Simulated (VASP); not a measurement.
# P2Se2O (P-6m2) in VASP: notebook

The runs below take P2Se2O through single point, relaxation of cell and atoms, with PBE+D3(BJ).

Program: VASP 6.6.1. These are calculated values, not measurements. Logs are shortened: lines on timing, memory, paths and dates and some standing lists are left out, and cuts for length are marked.

### 1 The cell of the first run

The structure is hexagonal, space group P-6m2 (No. 187). The conventional cell has a = 4.788 Å, b = 4.788 Å, c = 4.269 Å, α = 90.00°, β = 90.00°, γ = 120.00°. Within 2.8 Å of P (site symmetry 3m) lie 2 P at 2.09 to 2.18 Å. Se (site symmetry -6m2) has 2 O at 2.13 Å and 3 Se at 2.76 Å within 2.8 Å. Se (site symmetry -6m2) has 3 Se at 2.76 Å and 6 P at 2.97 Å and 6 O at 3.49 Å within 3.6 Å. O (site symmetry -6m2) has 2 Se at 2.13 Å within 2.8 Å.

The cell was generated, and may not be a known phase.

### 2 Single point, PBE+D3(BJ), collinear spin, ferromagnetic start

Input file INCAR:

```
SYSTEM = P2Se2O
  PREC = Accurate
  ENCUT = 520
  EDIFF = 1E-7
  ISMEAR = 0
  SIGMA = 0.1
  LREAL = .False.
  LASPH = .True.
  NELM = 150
  ALGO = Normal
  ISIF = 2
  LWAVE = .False.
  LCHARG = .False.
  ISPIN = 2
  MAGMOM = 0 0 0 0 1
  LORBIT = 11
  GGA = PE
  IVDW = 12
  NBANDS = 26
```

Input file KPOINTS:

```
regular mesh
0
Gamma
  6 6 4
  0 0 0
```

Input file POSCAR:

```
P2Se2O
1.0
    4.7883059711     -0.0000000031      0.0000000000
   -2.3941529828      4.1467946136      0.0000000000
    0.0000000000      0.0000000000      4.2694231864
P Se O
2 2 1
Direct
    0.6666666667      0.3333333333      0.7557453818
    0.6666666667      0.3333333333      0.2442546182
    0.0000000000      0.0000000000      0.5000000000
    0.3333333333      0.6666666667      0.5000000000
    0.0000000000      0.0000000000      0.0000000000
```

Potentials or basis: VASP PAW PBE potentials, release 64 (P, Se, O).

Launch:

```console
$ cat potpaw_PBE.64/P/POTCAR potpaw_PBE.64/Se/POTCAR potpaw_PBE.64/O/POTCAR > POTCAR
$ mpirun -np 1 vasp_std > vasp.out
```

OUTCAR:

```text
SYSTEM = P2Se2O
   PREC = Accurate
   ENCUT = 520
   EDIFF = 1E-7
   ISMEAR = 0
   LREAL = .False.
   LASPH = .True.
   NELM = 150
   ISIF = 2
   ISPIN = 2
   LORBIT = 11
   GGA = PE
   IVDW = 12
 IVDW          = 12

 ion  position               nearest neighbor table
   1  0.667  0.333  0.756-   2 2.09   2 2.18
   2  0.667  0.333  0.244-   1 2.09   1 2.18
   3  0.000  0.000  0.500-   5 2.13   5 2.13   4 2.76   4 2.76   4 2.76
   4  0.333  0.667  0.500-   3 2.76   3 2.76   3 2.76
   5  0.000  0.000  0.000-   3 2.13   3 2.13

  LATTYP: Found a hexagonal cell.
 ALAT       =     4.7883059711
 C/A-ratio  =     0.8916354160

  Lattice vectors:

 A1 = (   4.7883059711,  -0.0000000031,   0.0000000000)
 A2 = (  -2.3941529828,   4.1467946136,   0.0000000000)
 A3 = (   0.0000000000,   0.0000000000,   4.2694231864)

Analysis of symmetry for initial positions (statically):
=====================================================================
 Subroutine PRICEL returns:
 Original cell was already a primitive cell.

 Routine SETGRP: Setting up the symmetry group for a
 hexagonal supercell.

 Subroutine GETGRP returns: Found 12 space group operations
 (whereof 12 operations were pure point group operations)
 out of a pool of 24 trial point group operations.

The static configuration has the point symmetry D_3h.

Analysis of symmetry for dynamics (positions and initial velocities):
=====================================================================
 Subroutine PRICEL returns:
 Original cell was already a primitive cell.

 Routine SETGRP: Setting up the symmetry group for a
 hexagonal supercell.

 Subroutine GETGRP returns: Found 12 space group operations
 (whereof 12 operations were pure point group operations)
 out of a pool of 24 trial point group operations.

The dynamic configuration has the point symmetry D_3h.

Analysis of structural, dynamic, and magnetic symmetry:
=====================================================================
 Subroutine PRICEL returns:
 Original cell was already a primitive cell.

 Routine SETGRP: Setting up the symmetry group for a
 hexagonal supercell.

 Subroutine GETGRP returns: Found 12 space group operations
 (whereof 12 operations were pure point group operations)
 out of a pool of 24 trial point group operations.

The overall configuration has the point symmetry D_3h.

 Subroutine INISYM returns: Found 12 space group operations
 (whereof 12 operations are pure point group operations),
 and found     1 'primitive' translations

----------------------------------------------------------------------------------------

                                     Primitive cell

  volume of cell :      84.7742

  direct lattice vectors                    reciprocal lattice vectors
     4.788305971 -0.000000003  0.000000000     0.208842126  0.120575058  0.000000000
    -2.394152983  4.146794614  0.000000000     0.000000000  0.241150116  0.000000000
     0.000000000  0.000000000  4.269423186     0.000000000  0.000000000  0.234223678

  length of vectors
     4.788305971  4.788305971  4.269423186     0.241150116  0.241150116  0.234223678

  position of ions in fractional coordinates (direct lattice)
     0.666666667  0.333333333  0.755745382
     0.666666667  0.333333333  0.244254618
     0.000000000  0.000000000  0.500000000
     0.333333333  0.666666667  0.500000000
     0.000000000  0.000000000  0.000000000

  ion indices of the primitive-cell ions
   primitive index   ion index
                 1           1
                 2           2
                 3           3
                 4           4
                 5           5

----------------------------------------------------------------------------------------

 KPOINTS: regular mesh

Automatic generation of k-mesh.
 Grid dimensions read from file:
 generate k-points for:    6    6    4

 Generating k-lattice:

  Cartesian coordinates                     Fractional coordinates (reciprocal lattice)
     0.034807021  0.020095843  0.000000000     0.166666667  0.000000000  0.000000000
     0.000000000  0.040191686  0.000000000     0.000000000  0.166666667  0.000000000
     0.000000000  0.000000000  0.058555919     0.000000000  0.000000000  0.250000000

  Length of vectors
     0.040191686  0.040191686  0.058555919

  Shift w.r.t. Gamma in fractional coordinates (k-lattice)
     0.000000000  0.000000000  0.000000000

 Subroutine IBZKPT returns following result:
 ===========================================

 Found     21 irreducible k-points:

 Following reciprocal coordinates:
            Coordinates               Weight
  0.000000  0.000000  0.000000      1.000000
  0.166667  0.000000  0.000000      6.000000
  0.333333 -0.000000  0.000000      6.000000
  0.500000 -0.000000  0.000000      3.000000
  0.166667  0.166667  0.000000      6.000000
  0.333333  0.166667  0.000000     12.000000
[... 13 lines left out ...]
  0.333333  0.166667  0.500000     12.000000
[... 65 lines left out ...]
  ---------------------------------------------------
  free energy    TOTEN  =       -19.29437915 eV

  energy without entropy =      -19.28661998  energy(sigma->0) =      -19.29049956

 E-fermi :   5.6434     XC(G=0): -10.4044

 val. band max:        5.6033431014   @ k =   0.0000   0.0000   0.2500
 cond. band min:       5.6610798856   @ k =   0.5000  -0.0000   0.5000
 fundamental gap:      0.0577367842
 Fermi energy:         5.6433746951

 spin component 1

 k-point     1 :       0.0000    0.0000    0.0000
  band No.  band energies     occupation
      1     -12.5660      1.00000
      2      -9.3249      1.00000
      3      -6.3655      1.00000
      4      -5.2492      1.00000
      5      -1.9339      1.00000
      6      -0.6841      1.00000
[... 18 lines left out ...]
     25      16.2315      0.00000
     26      16.2321      0.00000

 k-point     2 :       0.1667    0.0000    0.0000
  band No.  band energies     occupation
      1     -12.5035      1.00000
      2      -9.2369      1.00000
      3      -6.5852      1.00000
      4      -5.6059      1.00000
      5      -1.7971      1.00000
      6      -0.9634      1.00000
[... 18 lines left out ...]
     25      15.7434      0.00000
[... 521 lines left out ...]
     25      15.8970      0.00000
     26      16.0585      0.00000

 k-point    21 :       0.3333    0.3333    0.5000
  band No.  band energies     occupation
      1     -11.6594      1.00000
      2      -8.8457      1.00000
      3      -7.8839      1.00000
      4      -6.4789      1.00000
      5      -6.0358      1.00000
      6       0.7474      1.00000
[... 18 lines left out ...]
     25      15.1116      0.00000
     26      15.6355      0.00000
 Fermi energy:         5.6433746951

 spin component 2

 k-point     1 :       0.0000    0.0000    0.0000
  band No.  band energies     occupation
      1     -12.5660      1.00000
      2      -9.3249      1.00000
      3      -6.3655      1.00000
      4      -5.2493      1.00000
      5      -1.9339      1.00000
      6      -0.6841      1.00000
[... 18 lines left out ...]
     25      16.2315      0.00000
     26      16.2316      0.00000

 k-point     2 :       0.1667    0.0000    0.0000
  band No.  band energies     occupation
      1     -12.5035      1.00000
      2      -9.2369      1.00000
      3      -6.5852      1.00000
      4      -5.6059      1.00000
      5      -1.7971      1.00000
      6      -0.9634      1.00000
[... 18 lines left out ...]
     25      15.7434      0.00000
[... 521 lines left out ...]
     25      15.8970      0.00000
     26      16.0585      0.00000

 k-point    21 :       0.3333    0.3333    0.5000
  band No.  band energies     occupation
      1     -11.6594      1.00000
      2      -8.8457      1.00000
      3      -7.8839      1.00000
      4      -6.4789      1.00000
      5      -6.0358      1.00000
      6       0.7474      1.00000
[... 18 lines left out ...]
     25      15.1116      0.00000
     26      15.6355      0.00000

------------------------ aborting loop because EDIFF is reached ----------------------------------------

 Edisp (eV)   -1.67338

 E8    (eV) :    -0.6379

  FORCE on cell =-STRESS in cart. coord.  units (eV):
  Direction    XX          YY          ZZ          XY          YZ          ZX
  --------------------------------------------------------------------------------------
  -------------------------------------------------------------------------------------
  Total       0.17214     0.17214     0.02179     0.00000    -0.00000    -0.00000
  in kB       3.25336     3.25336     0.41177     0.00000    -0.00000    -0.00000
  external pressure =        2.31 kB  Pullay stress =        0.00 kB

 VOLUME and BASIS-vectors are now :
 -----------------------------------------------------------------------------
  energy-cutoff  :      520.00
  volume of cell :       84.77
      direct lattice vectors                 reciprocal lattice vectors
     4.788305971 -0.000000003  0.000000000     0.208842126  0.120575058  0.000000000
    -2.394152983  4.146794614  0.000000000     0.000000000  0.241150116  0.000000000
     0.000000000  0.000000000  4.269423186     0.000000000  0.000000000  0.234223678

 POSITION                                       TOTAL-FORCE (eV/Angst)
 -----------------------------------------------------------------------------------
      2.39415      1.38226      3.22660        -0.000000      0.000000      0.035561
      2.39415      1.38226      1.04283        -0.000000      0.000000     -0.035561
      0.00000      0.00000      2.13471         0.000000     -0.000000      0.000000
      0.00000      2.76453      2.13471         0.000000      0.000000      0.000000
      0.00000      0.00000      0.00000        -0.000000     -0.000000      0.000000
 -----------------------------------------------------------------------------------
    total drift:                               -0.000000      0.000000     -0.000000

  FREE ENERGIE OF THE ION-ELECTRON SYSTEM (eV)
  ---------------------------------------------------
  free  energy   TOTEN  =       -20.9677547262 eV

  energy  without entropy=      -20.9599955535  energy(sigma->0) =      -20.96387514

 total charge

# of ion       s       p       d       tot
------------------------------------------
    1        1.143   1.273   0.000   2.416
    2        1.143   1.273   0.000   2.416
    3        1.569   1.878   0.119   3.566
    4        1.540   2.039   0.060   3.639
    5        1.603   3.233   0.000   4.836
--------------------------------------------------
tot          6.998   9.697   0.179  16.873

 magnetization (x)

# of ion       s       p       d       tot
------------------------------------------
    1       -0.000  -0.000   0.000  -0.000
    2       -0.000  -0.000   0.000  -0.000
    3       -0.000  -0.000  -0.000  -0.000
    4       -0.000  -0.000  -0.000  -0.000
    5       -0.000   0.000   0.000   0.000
--------------------------------------------------
tot         -0.000   0.000  -0.000  -0.000
```

Run time: 47 s. Hardware: 1 thread of AMD EPYC 9R45 (Zen 5), shared host; peak memory 0.24 GiB.

Results:

```yaml
Free_energy: -20.9678 eV
Pressure: 0.2 GPa
Largest_force: 0.036 eV/Å
Band_gap_on_the_k_mesh: zero (filled and empty bands overlap)
Net_moment: 0.00 μB per cell
Valence_electrons_inside_the_program's_atomic_spheres: P 2.42; Se 3.57, 3.64; O 4.84
Dispersion_energy_per_atom: -0.335 eV
```

Forces on the atoms (eV/Å):
```
P    0.000  0.000  0.036
P    0.000  0.000 -0.036
Se   0.000  0.000  0.000
Se   0.000  0.000  0.000
O    0.000  0.000  0.000
```

Stress tensor (GPa, compression positive):
```
0.33 0.00 0.00
0.00 0.33 0.00
0.00 0.00 0.04
```

Caveat: the k points lie up to 0.37 Å⁻¹ apart, too coarse for converged energies and pressures of a metal.

### 3 Single point, PBE+D3(BJ), collinear spin, ferromagnetic start

This run uses another cell than the first one, of 21.95 Å³/atom.

Input file INCAR:

```
SYSTEM = P2Se2O
PREC = Accurate
ENCUT = 520
EDIFF = 1E-6
ISMEAR = 0
SIGMA = 0.1
LREAL = .False.
LASPH = .True.
NELM = 150
ALGO = Normal
ISIF = 2
LWAVE = .False.
LCHARG = .True.
ISPIN = 2
MAGMOM = 0 0 0 0 1
LORBIT = 11
GGA = PE
IVDW = 12
LELF = .True.
LVHAR = .True.
NBANDS = 26
```

Input file KPOINTS:

```
Automatic mesh
0
Gamma
  6 6 4
  0 0 0
```

Input file POSCAR:

```
P2Se2O
1.0
    4.4334214300      0.0000000000      0.0000000000
   -2.2167107100      3.8394555800      0.0000000000
    0.0000000000      0.0000000000      6.4477521500
P Se O
2 2 1
Direct
    0.6666666700      0.3333333300      0.6611401300
    0.6666666700      0.3333333300      0.3388598700
    0.0000000000      0.0000000000      0.5000000000
    0.3333333300      0.6666666700      0.5000000000
    0.0000000000      0.0000000000      0.0000000000
```

Potentials or basis: VASP PAW PBE potentials, release 64 (P, Se, O).

Launch:

```console
$ cat potpaw_PBE.64/P/POTCAR potpaw_PBE.64/Se/POTCAR potpaw_PBE.64/O/POTCAR > POTCAR
$ mpirun -np 1 vasp_std > vasp.out
```

Run time: 2.1 min. Hardware: 1 thread of AMD EPYC 9R45 (Zen 5), shared host; peak memory 0.31 GiB.

The run converged. Its results:

```yaml
Free_energy: -17.9673 eV
Pressure: 5.6 GPa
Largest_force: 1.689 eV/Å
Band_gap_on_the_k_mesh: zero (filled and empty bands overlap)
Net_moment: 0.01 μB per cell
Site_moments: P -0.02; Se -0.04, -0.00; O +0.13 μB
Valence_electrons_inside_the_program's_atomic_spheres: P 2.39; Se 3.75, 3.77; O 4.66
Dispersion_energy_per_atom: -0.264 eV
```

Forces in eV/Å, atoms in the order of the input:
```
P    0.000  0.000  1.689
P    0.000  0.000 -1.689
Se   0.000  0.000  0.000
Se   0.000  0.000  0.000
O    0.000  0.000  0.000
```

Stress tensor (GPa, compression positive):
```
 9.40  0.00  0.00
 0.00  9.40  0.00
 0.00  0.00 -2.09
```

Levels at points of the mesh, in eV from the Fermi level:
Spin up:
```
           k point  band 10  band 11  band 12  band 13  band 14  band 15  band 16  band 17  band 18  band 19
(0.00, 0.00, 0.00)    -3.16    -2.12    -0.96    -0.96    -0.55     0.27     0.27     0.64     5.17     5.17
(0.50, 0.00, 0.00)    -1.71    -1.52    -1.07    -0.75    -0.34     0.37     0.61     0.99     1.87     3.79
(0.00, 0.00, 0.50)    -3.10    -2.15    -1.06    -1.06     0.04     0.18     0.33     0.33     3.91     5.26
(0.50, 0.00, 0.50)    -1.63    -1.52    -1.35    -1.15    -0.25     0.03     0.58     0.98     2.05     3.70
```
Spin down:
```
           k point  band 10  band 11  band 12  band 13  band 14  band 15  band 16  band 17  band 18  band 19
(0.00, 0.00, 0.00)    -3.18    -2.25    -1.39     0.02     0.02     0.20     0.20     0.25     5.14     5.14
(0.50, 0.00, 0.00)    -1.69    -1.55    -0.73    -0.41    -0.18     0.08     0.63     0.97     1.86     3.72
(0.00, 0.00, 0.50)    -3.25    -2.19    -0.99    -0.30    -0.30    -0.01     0.48     0.48     3.90     5.22
(0.50, 0.00, 0.50)    -1.73    -1.64    -1.26    -0.88    -0.25     0.49     0.53     0.95     1.96     3.64
```

Caveat: the stress differs along the axes, from -2 to 9 GPa; semilocal functionals underestimate gaps, and a narrow one can read as zero; forces of over 1 eV/Å act on the atoms, so gaps and moduli don't describe the material at rest.

### 4 Relaxation of cell and atoms, PBE+D3(BJ)

Input file INCAR:

```
  ALGO = Normal
  EDIFF = 1E-7
  EDIFFG = -0.01
  ENCUT = 600
  GGA = PE
  IBRION = 2
  ISIF = 3
  ISMEAR = 0
  IVDW = 12
  LASPH = True
  LCHARG = False
  LREAL = False
  LWAVE = False
  NELM = 100
  NSW = 100
  PREC = Accurate
  SIGMA = 0.1
```

Input file KPOINTS:

```
k-points
0
Gamma
  12 12 10
```

Input file POSCAR:

```
P2Se2O
1.0
    4.7883059711      0.0000000000      0.0000000000
   -2.3941529855      4.1467946120      0.0000000000
    0.0000000000      0.0000000000      4.2694231864
P Se O
2 2 1
Direct
    0.6666666667      0.3333333333      0.7557453818
    0.6666666667      0.3333333333      0.2442546182
    0.0000000000      0.0000000000      0.5000000000
    0.3333333333      0.6666666667      0.5000000000
    0.0000000000      0.0000000000      0.0000000000
```

Launch:

```console
$ cat potpaw_PBE.64/P/POTCAR potpaw_PBE.64/Se/POTCAR potpaw_PBE.64/O/POTCAR > POTCAR
$ mpirun -np 1 vasp_std > vasp.out
```

Wall time 6.2 min (1 thread of AMD EPYC 9R45 (Zen 5), shared host); peak memory 0.37 GiB.

Results (log left out):

```
Free energy                           : -20.8939 eV
Relaxed volume                        : 17.11 Å³/atom
Relaxed cell                          : a = 4.847 Å, b = 4.847 Å, c = 4.205 Å, α = 90.00°, β = 90.00°, γ = 120.00°
Space group after relaxing (to 0.1 Å) : P-6m2 (No. 187)
Energy gained by relaxing             : 4.3 meV/atom
Ionic steps                           : 5
Pressure after relaxing               : 0.0 GPa
Largest force after relaxing          : 0.007 eV/Å
Band gap on the k mesh                : zero (bands 14 and 15 overlap by 1.71 eV)
Dispersion energy per atom            : -0.332 eV
```

Forces on the atoms (eV/Å):
```
P    0.000  0.000  0.007
P    0.000  0.000 -0.007
Se   0.000  0.000  0.000
Se   0.000  0.000  0.000
O    0.000  0.000  0.000
```

Step by step:
```csv
step,energy change (eV),largest force (eV/Å),pressure (GPa),volume (Å³)
1,0.0000,0.2168,-0.34,84.77
2,-0.0157,0.2276,1.15,84.31
3,-0.0168,0.1316,0.83,84.40
4,-0.0213,0.0192,0.17,85.35
5,-0.0214,0.0071,0.03,85.57
```

Final structure:
```
P Se O
1.0
     4.84703    0.00000    0.00000
    -2.42352    4.19765    0.00000
     0.00000    0.00000    4.20549
P Se O
2 2 1
Direct
  0.66667 0.33333 0.75655
  0.66667 0.33333 0.24345
  0.00000 0.00000 0.50000
  0.33333 0.66667 0.50000
  0.00000 0.00000 0.00000
```

Levels at points of the mesh, in eV from the Fermi level:
| k point | band 12 | band 13 | band 14 | band 15 | band 16 | band 17 |
| --- | --- | --- | --- | --- | --- | --- |
| (0.00, 0.00, 0.00) | -0.93 | -0.93 | -0.41 | 2.14 | 2.14 | 2.14 |
| (0.50, 0.00, 0.00) | -1.71 | -0.84 | -0.55 | 0.68 | 0.99 | 1.76 |
| (0.00, 0.00, 0.50) | -2.67 | -1.57 | -0.82 | -0.82 | 0.65 | 3.34 |
| (0.50, 0.00, 0.50) | -0.88 | -0.58 | -0.06 | 0.57 | 0.91 | 1.21 |

### 5 Overview

| task | spin | cell | k mesh | cutoff (eV) | gap on the mesh (eV) | pressure (GPa) | moment (μB) | largest force (eV/Å) |
| --- | --- | --- | --- | --- | --- | --- | --- | --- |
| single point | collinear, ferromagnetic start | a = 4.788, b = 4.788, c = 4.269 Å, angles 90.0, 90.0, 120.0°, 5 atoms, atomic positions A | 6 × 6 × 4 | 520 | none | 0.2 | 0.00 | 0.04 |
| single point | collinear, ferromagnetic start | a = 4.433, b = 4.433, c = 6.448 Å, angles 90.0, 90.0, 120.0°, 5 atoms, atomic positions B | 6 × 6 × 4 | 520 | none | 5.6 | 0.01 | 1.69 |
| relaxation of cell and atoms | off | relaxed from a = 4.788, b = 4.788, c = 4.269 Å, angles 90.0, 90.0, 120.0°, 5 atoms, atomic positions A | 12 × 12 × 10 | 600 | none | 0.0 | - | 0.01 |

Alike in all rows: level PBE+D3(BJ); potentials or basis VASP PAW PBE potentials, release 64 (P, Se, O); smearing gaussian 0.1 eV.

Caveats: some runs use coarse meshes; the stress differs along the axes, from -2 to 9 GPa (at least some runs); semilocal functionals underestimate gaps, and a narrow one can read as zero (at least some runs); forces of over 1 eV/Å act on the atoms, so gaps and moduli don't describe the material at rest (at least some runs).

Absolute energies hang on the potentials; compare differences alone.

The gap in the log of VASP goes by the Fermi energy; the results here count the filled bands.